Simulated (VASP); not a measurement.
# Li2SiS3 (P6/mmm) in VASP: further runs, part 2 of 2

VASP 6.6.1. The steps go on from the part before.

### 3 Single point, PBE

This run uses another cell than the first one, of 21.86 Å³/atom, 1.258 times its volume.

Input file INCAR:

```
PREC = Accurate
ENCUT = 520
EDIFF = 1E-7
ISMEAR = 0
SIGMA = 0.1
LREAL = False
LASPH = True
NELM = 60
ALGO = Normal
ISIF = 2
LWAVE = False
LCHARG = True
GGA = PE
LELF = True
LVHAR = True
NBANDS = 23
```

Input file KPOINTS:

```
regular mesh
0
Gamma
  6 6 4
```

Input file POSCAR:

```
Li2SiS3
1.0
    4.6067584900      0.0000000000      0.0000000000
   -2.3033792400      3.9895698800      0.0000000000
    0.0000000000      0.0000000000      7.1361053400
Li Si S
2 1 3
Direct
    0.3333333300      0.6666666700      0.0000000000
    0.6666666700      0.3333333300      0.0000000000
    0.0000000000      0.0000000000      0.5000000000
    0.5000000000      0.0000000000      0.5000000000
    0.0000000000      0.5000000000      0.5000000000
    0.5000000000      0.5000000000      0.5000000000
```

Potentials or basis: VASP PAW PBE potentials, release 64 (Li_sv, Si, S).

Command:

```bash
$ cat potpaw_PBE.64/Li_sv/POTCAR potpaw_PBE.64/Si/POTCAR potpaw_PBE.64/S/POTCAR > POTCAR
$ mpirun -np 1 vasp_std > vasp.out
```

OUTCAR:

```text
PREC = Accurate
   ENCUT = 520
   EDIFF = 1E-7
   ISMEAR = 0
   LREAL = False
   LASPH = True
   NELM = 60
   ISIF = 2
   GGA = PE

 ion  position               nearest neighbor table
   1  0.333  0.667  0.000-
   2  0.667  0.333  0.000-
   3  0.000  0.000  0.500-   5 2.30   5 2.30   4 2.30   4 2.30   6 2.30   6 2.30
   4  0.500  0.000  0.500-   6 2.30   6 2.30   3 2.30   3 2.30   5 2.30   5 2.30
   5  0.000  0.500  0.500-   3 2.30   3 2.30   6 2.30   6 2.30   4 2.30   4 2.30
   6  0.500  0.500  0.500-   4 2.30   4 2.30   5 2.30   5 2.30   3 2.30   3 2.30

  LATTYP: Found a hexagonal cell.
 ALAT       =     4.6067584900
 C/A-ratio  =     1.5490513244

  Lattice vectors:

 A1 = (   4.6067584900,   0.0000000000,   0.0000000000)
 A2 = (  -2.3033792400,   3.9895698800,   0.0000000000)
 A3 = (   0.0000000000,   0.0000000000,   7.1361053400)

Analysis of symmetry for initial positions (statically):
=====================================================================
 Subroutine PRICEL returns:
 Original cell was already a primitive cell.

 Routine SETGRP: Setting up the symmetry group for a
 hexagonal supercell.

 Subroutine GETGRP returns: Found 24 space group operations
 (whereof 24 operations were pure point group operations)
 out of a pool of 24 trial point group operations.

The static configuration has the point symmetry D_6h.

Analysis of symmetry for dynamics (positions and initial velocities):
=====================================================================
 Subroutine PRICEL returns:
 Original cell was already a primitive cell.

 Routine SETGRP: Setting up the symmetry group for a
 hexagonal supercell.

 Subroutine GETGRP returns: Found 24 space group operations
 (whereof 24 operations were pure point group operations)
 out of a pool of 24 trial point group operations.

The dynamic configuration has the point symmetry D_6h.

 Subroutine INISYM returns: Found 24 space group operations
 (whereof 24 operations are pure point group operations),
 and found     1 'primitive' translations

----------------------------------------------------------------------------------------

                                     Primitive cell

  volume of cell :     131.1544

  direct lattice vectors                    reciprocal lattice vectors
     4.606758490  0.000000000  0.000000000     0.217072374  0.125326793  0.000000000
    -2.303379240  3.989569880  0.000000000     0.000000000  0.250653587  0.000000000
     0.000000000  0.000000000  7.136105340     0.000000000  0.000000000  0.140132461

  length of vectors
     4.606758490  4.606758486  7.136105340     0.250653587  0.250653587  0.140132461

  position of ions in fractional coordinates (direct lattice)
     0.333333330  0.666666670  0.000000000
     0.666666670  0.333333330  0.000000000
     0.000000000  0.000000000  0.500000000
     0.500000000  0.000000000  0.500000000
     0.000000000  0.500000000  0.500000000
     0.500000000  0.500000000  0.500000000

  ion indices of the primitive-cell ions
   primitive index   ion index
                 1           1
                 2           2
                 3           3
                 4           4
                 5           5
                 6           6

[... 28 lines left out ...]
  0.000000  0.000000  0.000000      1.000000
  0.166667 -0.000000  0.000000      6.000000
  0.333333 -0.000000  0.000000      6.000000
  0.500000 -0.000000  0.000000      3.000000
  0.166667  0.166667  0.000000      6.000000
  0.333333  0.166667  0.000000     12.000000
[... 13 lines left out ...]
  0.333333  0.166667  0.500000     12.000000
  0.333333  0.333333  0.500000      2.000000
   k-points           NKPTS =     21   k-points in BZ     NKDIM =     21   number of bands    NBANDS=     23
   number of dos      NEDOS =    301   number of ions     NIONS =      6
   total plane-waves  NPLWV =  69984
   dimension x,y,z NGX =    36 NGY =   36 NGZ =   54
   dimension x,y,z NGXF=    72 NGYF=   72 NGZF=  108
   ions per type =               2   1   3
   NGX,Y,Z   is equivalent  to a cutoff of  12.99, 12.99, 12.58 a.u.
   NGXF,Y,Z  is equivalent  to a cutoff of  25.98, 25.98, 25.16 a.u.
 SYSTEM =  unknown system
   PREC   = accura    normal or accurate (medium, high low for compatibility)
   ISTART =      0    job   : 0-new  1-cont  2-samecut
   ICHARG =      2    charge: 1-file 2-atom 10-const
   ISPIN  =      1    spin polarized calculation?
   LNONCOLLINEAR =      F non collinear calculations
   LSORBIT =      F    spin-orbit coupling
   LASPH  =      T    aspherical Exc in radial PAW
   ENCUT  =  520.0 eV  38.22 Ry    6.18 a.u.   8.57  8.57 13.27*2*pi/ulx,y,z
   NELM   =     60;   NELMIN=  2; NELMDL= -5     # of ELM steps
   EDIFF  = 0.1E-06   stopping-criterion for ELM
   LREAL  =      F    real-space projection
   EDIFFG = 0.1E-05   stopping-criterion for IOM
   NSW    =      0    number of steps for IOM
   IBRION =     -1    ionic relax: 0-MD 1-quasi-New 2-CG
   NFREE  =      0    steps in history (QN), initial steepest desc. (CG)
   ISIF   =      2    stress and relaxation
   ISYM   =      2    0-nonsym 1-usesym 2-fastsym
   POTIM  = 0.5000    time-step for ionic-motion
   TEBEG  =    0.0;   TEEND  =   0.0 temperature during run
   PSTRESS=    0.0 pullay stress
   NELECT =      28.0000    total number of electrons
   NUPDOWN=      -1.0000    fix difference up-down
   EMIN   =  10.00;   EMAX   =-10.00  energy-range for DOS
   EFERMI =   0.00;   METHOD = LEGACY
   ISMEAR =     0;   SIGMA  =   0.10  broadening in eV -4-tet -1-fermi 0-gaus
   EFERMI_NEDOS =   21; number of points for ismear=-14 and -15
   IALGO  =     38    algorithm
   IMIX   =      4    mixing-type and parameters
     AMIX     =   0.40;   BMIX     =  1.00
     AMIX_MAG =   1.60;   BMIX_MAG =  1.00
  volume/ion in A,a.u.               =      21.86       147.51
  Fermi-wavevector in a.u.,A,eV,Ry     =   0.978438  1.848979 13.025410  0.957341
  Thomas-Fermi vector in A             =   2.109213
   LORBIT       =      0    0 simple, 1 ext, 2 COOP (PROOUT), +10 PAW based schemes
   GGA     = PE    functional components
   LHFCALC =     F    Hartree Fock is set to
   AEXX    =    0.0000 exact exchange contribution
   IVDW    =     0    specifies the selected vdW correction
   LEPSILON=     F    determine dielectric tensor
   LRPA    =     F    only Hartree local field effects (RPA)
 non-spin polarized calculation
 Gauss-broadening in eV      SIGMA  =   0.10
  energy-cutoff  :      520.00
  volume of cell :      131.15
 maximum number of plane-waves:      3561
 NGX is ok and might be reduce to    36
   NGX = 17   NGY = 17   NGZ = 27

 number of electron      27.9999974 magnetization

 Free energy of the ion-electron system (eV)
  ---------------------------------------------------
  ext. energy  EPLUGINS =         0.00000000
  ---------------------------------------------------
  free energy    TOTEN  =       -15.60473656 eV

  energy without entropy =      -15.58637770  energy(sigma->0) =      -15.59555713

 E-fermi :   3.7882     XC(G=0):  -8.0779

 val. band max:        3.7869733213   @ k =   0.5000  -0.0000   0.0000
 cond. band min:       3.8622097026   @ k =   0.3333   0.1667   0.0000
 fundamental gap:      0.0752363812
 Fermi energy:         3.7881949884

 k-point     1 :       0.0000    0.0000    0.0000
  band No.  band energies     occupation
      1     -44.2789      2.00000
      2     -44.2410      2.00000
      3     -14.8857      2.00000
      4      -7.7866      2.00000
      5      -7.7866      2.00000
      6      -6.2102      2.00000
[... 535 lines left out ...]
     22       7.1830      0.00000
     23       7.1830      0.00000

------------------------ aborting loop because EDIFF is reached ----------------------------------------

  FORCE on cell =-STRESS in cart. coord.  units (eV):
  Direction    XX          YY          ZZ          XY          YZ          ZX
  --------------------------------------------------------------------------------------
  -------------------------------------------------------------------------------------
  Total       20.8677799     20.8677799     -2.9934438      0.0000000      0.0000000     -0.0000000
  in kB      254.9200864    254.9200862    -36.5678071      0.0000003      0.0000000     -0.0000000
  external PRESSURE =     157.7574552 kB  Pullay stress =       0.0000000 kB

 VOLUME and BASIS-vectors are now :
 -----------------------------------------------------------------------------
  energy-cutoff  :      520.00
  volume of cell :      131.15
      direct lattice vectors                 reciprocal lattice vectors
     4.606758490  0.000000000  0.000000000     0.217072374  0.125326793  0.000000000
    -2.303379240  3.989569880  0.000000000     0.000000000  0.250653587  0.000000000
     0.000000000  0.000000000  7.136105340     0.000000000  0.000000000  0.140132461

 POSITION                                       TOTAL-FORCE (eV/Angst)
 -----------------------------------------------------------------------------------
     -0.00000      2.65971      0.00000         0.000000      0.000000     -0.000000
      2.30338      1.32986      0.00000        -0.000000     -0.000000      0.000000
      0.00000      0.00000      3.56805         0.000000      0.000000     -0.000000
      2.30338      0.00000      3.56805         0.000000      0.000000     -0.000000
     -1.15169      1.99478      3.56805         0.000000      0.000000     -0.000000
      1.15169      1.99478      3.56805         0.000000      0.000000     -0.000000
 -----------------------------------------------------------------------------------
    total drift:                               -0.000000      0.000000      0.000000

  FREE ENERGIE OF THE ION-ELECTRON SYSTEM (eV)
  ---------------------------------------------------
  free  energy   TOTEN  =       -15.6047365568 eV

  energy  without entropy=      -15.5863776983  energy(sigma->0) =      -15.59555713
```

OSZICAR:

```text
N       E                     dE             d eps       ncg     rms          rms(c)
DAV:   1     0.164513821741E+03    0.16451E+03   -0.11504E+04   966   0.111E+03
DAV:   2     0.473035734468E+01   -0.15978E+03   -0.14962E+03  1217   0.226E+02
DAV:   3    -0.144386701938E+02   -0.19169E+02   -0.18729E+02  1694   0.662E+01
DAV:   4    -0.159598048151E+02   -0.15211E+01   -0.15058E+01  1513   0.165E+01
DAV:   5    -0.160821011364E+02   -0.12230E+00   -0.12228E+00  1542   0.309E+00    0.314E+01
DAV:   6    -0.156297283625E+02    0.45237E+00   -0.16911E+00  1261   0.290E+00    0.179E+01
DAV:   7    -0.156163569138E+02    0.13371E-01   -0.32796E-01  1156   0.184E+00    0.305E+00
DAV:   8    -0.156050813820E+02    0.11276E-01   -0.56975E-02  1221   0.896E-01    0.318E-01
DAV:   9    -0.156048280613E+02    0.25332E-03   -0.12224E-02  1201   0.371E-01    0.225E-01
DAV:  10    -0.156049694393E+02   -0.14138E-03   -0.41991E-03  1275   0.176E-01    0.160E-01
DAV:  11    -0.156048578212E+02    0.11162E-03   -0.28687E-03  1231   0.114E-01    0.532E-02
DAV:  12    -0.156047388871E+02    0.11893E-03   -0.64278E-04  1246   0.552E-02    0.149E-02
DAV:  13    -0.156047369788E+02    0.19083E-05   -0.28241E-05  1207   0.207E-02    0.896E-03
DAV:  14    -0.156047365126E+02    0.46619E-06   -0.38301E-06  1362   0.598E-03    0.273E-03
DAV:  15    -0.156047365568E+02   -0.44231E-07   -0.72239E-07  1135   0.232E-03
   1 F= -.15604737E+02 E0= -.15595557E+02  d E =-.183589E-01
```

Wall time 98 s (1 thread of Intel Xeon 8259CL, shared host); peak memory 0.26 GiB.

Results:

* Free energy: -15.6047 eV
* Band gap on the k mesh: zero (band 14 reaches 5.46 eV, above the bottom of band 15 at 3.63 eV)

Levels at points of the mesh, in eV from the Fermi level:
| k point | band 12 | band 13 | band 14 | band 15 | band 16 | band 17 |
| --- | --- | --- | --- | --- | --- | --- |
| (0.00, 0.00, 0.00) | -1.14 | -1.14 | 1.67 | 2.63 | 3.04 | 3.62 |
| (0.50, 0.00, 0.00) | -2.90 | -1.69 | -0.50 | 0.00 | 0.22 | 1.06 |
| (0.00, 0.00, 0.50) | -1.17 | -1.17 | 0.27 | 2.03 | 3.04 | 3.85 |
| (0.50, 0.00, 0.50) | -2.90 | -1.74 | -0.22 | 0.68 | 0.70 | 0.74 |

Caveat: the cutoff is under 1.25 times the usual one of these potentials, so pressure, stress and relaxed cells hold a basis-set (Pulay) error.

### 4 Relaxation of cell and atoms, PBE

This run uses another cell than the first one, of 21.86 Å³/atom, 1.258 times its volume.

Input file INCAR:

```
SYSTEM = Li2SiS3
  PREC = Accurate
  ENCUT = 600
  EDIFF = 1E-6
  ISMEAR = 0
  SIGMA = 0.1
  LREAL = .False.
  LASPH = .True.
  NELM = 60
  ALGO = Normal
  ISIF = 3
  LWAVE = .False.
  LCHARG = .False.
  GGA = PE
  IBRION = 2
  NSW = 90
  EDIFFG = -0.04
```

Input file KPOINTS:

```
regular mesh
0
Gamma
  6 6 4
  0 0 0
```

POSCAR is that of step 3.

Command:

```bash
$ cat potpaw_PBE.64/Li_sv/POTCAR potpaw_PBE.64/Si/POTCAR potpaw_PBE.64/S/POTCAR > POTCAR
$ mpirun -np 1 vasp_std > vasp.out
```

Wall time 27 min (1 thread of Intel Xeon 8259CL, shared host); peak memory 0.36 GiB.

The run converged. Its results:

```
Free energy                            : -22.5485 eV
Relaxed volume                         : 17.36 Å³/atom
Relaxed cell                           : a = 5.592 Å, b = 5.592 Å, c = 3.845 Å, α = 90.00°, β = 90.00°, γ = 120.00°
Space group after relaxing (to 0.05 Å) : P6/mmm (No. 191)
Energy gained by relaxing              : 1157.2 meV/atom
Ionic steps                            : 14
Pressure after relaxing                : 0.0 GPa
Band gap on the k mesh                 : zero (band 14 reaches 5.87 eV, above the bottom of band 15 at 3.89 eV)
```

The path:
| step | energy change (eV) | largest force (eV/Å) | pressure (GPa) | volume (Å³) |
| --- | --- | --- | --- | --- |
| 1 | 0.0000 | 0.0000 | 15.79 | 131.15 |
| 2 | -2.4110 | 0.0000 | -3.06 | 174.60 |
| 3 | -2.4348 | 0.0000 | -1.86 | 167.55 |
| 4 | -2.4359 | 0.0000 | -2.07 | 168.58 |
| 5 | -2.7180 | 0.0000 | -2.16 | 161.89 |
| 6 | -3.8064 | 0.0000 | -2.52 | 143.08 |
| 7 | -6.7688 | 0.0000 | 1.71 | 103.51 |
| 8 | 1348.7571 | 0.0000 | 7141.80 | 16.36 |
| 9 | -6.8060 | 0.0000 | 2.18 | 102.13 |
| 10 | -6.8477 | 0.0000 | 3.91 | 97.76 |
| 11 | -6.7045 | 0.0000 | 0.18 | 101.78 |
| 12 | -6.9044 | 0.0000 | 2.38 | 99.24 |
| 13 | -6.9418 | 0.0000 | -0.44 | 105.23 |
| 14 | -6.9435 | 0.0000 | 0.01 | 104.13 |

Final structure:
```
Li Si S
1.0
     5.59184    0.00000    0.00000
    -2.79592    4.84268    0.00000
     0.00000    0.00000    3.84545
Li Si S
2 1 3
Direct
  0.33333 0.66667 0.00000
  0.66667 0.33333 0.00000
  0.00000 0.00000 0.50000
  0.50000 0.00000 0.50000
  0.00000 0.50000 0.50000
  0.50000 0.50000 0.50000
```

Levels at points of the mesh, in eV from the Fermi level:
| k point | band 12 | band 13 | band 14 | band 15 | band 16 | band 17 |
| --- | --- | --- | --- | --- | --- | --- |
| (0.00, 0.00, 0.00) | -1.29 | 0.38 | 0.99 | 0.99 | 2.33 | 2.72 |
| (0.50, 0.00, 0.00) | -2.54 | -1.37 | -1.22 | 0.39 | 1.08 | 1.76 |
| (0.00, 0.00, 0.50) | -3.19 | -0.35 | 0.51 | 1.21 | 1.21 | 2.75 |
| (0.50, 0.00, 0.50) | -2.65 | -2.59 | -1.12 | -0.88 | 0.83 | 1.26 |

Caveat: the cutoff is under 1.25 times the usual one of these potentials, so pressure, stress and relaxed cells hold a basis-set (Pulay) error; the volume moved by over 15 % at a fixed basis, so the end points are rough.

### 5 Overview

| task | cell | cutoff (eV) | gap on the mesh (eV) |
| --- | --- | --- | --- |
| single point | a = 5.596, b = 5.596, c = 3.843 Å, angles 90.0, 90.0, 120.0°, 6 atoms | 520 | none |
| single point | a = 4.607, b = 4.607, c = 7.136 Å, angles 90.0, 90.0, 120.0°, 6 atoms | 520 | none |
| relaxation of cell and atoms | relaxed from a = 4.607, b = 4.607, c = 7.136 Å, angles 90.0, 90.0, 120.0°, 6 atoms | 600 | none |

Alike in all rows: level PBE; potentials or basis VASP PAW PBE potentials, release 64 (Li_sv, Si, S); no spin polarisation; k mesh 6 × 6 × 4; smearing gaussian 0.1 eV.

Caveats: some runs use coarse meshes; the cutoff is under 1.25 times the usual one of these potentials, so pressure, stress and relaxed cells hold a basis-set (Pulay) error; the volume moved by over 15 % at a fixed basis, so the end points are rough (some runs).

Absolute energies hang on the potentials; compare differences alone.
